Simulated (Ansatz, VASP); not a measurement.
# One calculation of ZnS, two programs

```
Zn S
1.0
     3.50545    0.00000    0.00000
     0.00000    3.50545    0.00000
     0.00000    0.00000   29.37246
Zn S
2 2
Direct
  0.50000 0.00000 0.25509
  0.00000 0.50000 0.32368
  0.00000 0.50000 0.24071
  0.50000 0.00000 0.33806
```

Change from the starting cell: species swapped into a sheet of the AgBr type.

Alike in both runs: functional PBE; k mesh 8 × 8 × 1; occupations gaussian, width 0.02 eV; no spin polarisation.

Ansatz relaxed the structure, and its values are those at the end. VASP's run is a single point on that final structure, the one shown.

|  | VASP | Ansatz |
| --- | --- | --- |
| version | VASP 6.6.1 | Ansatz 0.2.0 |
| potentials or method | VASP PAW PBE potentials, release 64 (Zn, S), cutoff 520 eV | scalar-relativistic, plane waves, PAW |
| valence electrons in the cell | 36 | 36 |

Ansatz gave:

```
gap on the k mesh at the Fermi level (eV) : 0.66
least direct gap on the mesh (eV)         : 2.26
rms of the force components (eV/Å)        : 0.005
```

Question: Which values does VASP return?

Answer: gap on the k mesh at the Fermi level (eV): 0.65; least direct gap on the mesh (eV): 2.24; rms of the force components (eV/Å): 0.009.

With one functional, cell and mesh, what is left measures potentials, basis and numerics.
